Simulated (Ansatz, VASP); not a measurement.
Two plane-wave programs on ZnCu

INCAR

```
SYSTEM = ZnCu
  PREC = Accurate
  ENCUT = 520
  EDIFF = 1E-7
  ISMEAR = 0
  SIGMA = 0.15
  LREAL = .False.
  LASPH = .True.
  NELM = 80
  ALGO = Fast
  ISIF = 2
  LWAVE = .False.
  LCHARG = .False.
  GGA = PE
  NBANDS = 18
```

Contents of KPOINTS:

```
Automatic mesh
0
Gamma
  18 18 18
  0 0 0
```

Contents of POSCAR:

```
ZnCu
1.0
    2.5726944686      0.0000000000      0.0000000000
    0.0000000000      2.5726944686      0.0000000000
    0.0000000000      0.0000000000      3.8590417030
Zn Cu
1 1
Direct
    0.5000000000      0.5000000000      0.5000000000
    0.0000000000      0.0000000000      0.0000000000
```

Input for Ansatz:

```yaml
crystal:
  lattice:
    - [2.5726944686, 0.0, 0.0]
    - [0.0, 2.5726944686, 0.0]
    - [0.0, 0.0, 3.859041703]
  atoms:
    - { symbol: Zn, position: [0.5, 0.5, 0.5] }
    - { symbol: Cu, position: [0.0, 0.0, 0.0] }
basis:
  ecutwfc: 420
kpoints:
  mp_grid: { grid: [18, 18, 18] }
hamiltonian:
  xc: pbe
scf:
  occupations: { method: gaussian, width: 0.15 }
output:
  forces: true
  stress: true
  eigenvalues: true
```

Alike in both runs: task single point; functional PBE; k mesh 18 × 18 × 18; occupations gaussian, width 0.15 eV; no spin polarisation.

```csv
,VASP,Ansatz
version,VASP 6.6.1,Ansatz 0.2.0
potentials or method,"VASP PAW PBE potentials, release 64 (Zn, Cu), cutoff 520 eV","scalar-relativistic, plane waves, PAW"
valence electrons in the cell,23,31
```

```tsv
	VASP	Ansatz	Ansatz less VASP
gap on the k mesh at the Fermi level (eV)	none	none	-
pressure (GPa)	3.0	2.6	-0.38
traceless stress, the component that is largest in VASP (GPa)	-3.09	-3.16	-0.065
```

A gap of «none» marks a metal or a gap that the smearing closes. VASP's potentials hold 23 valence electrons a cell and Ansatz's 31, so a difference there can come from the potentials and not from the codes.
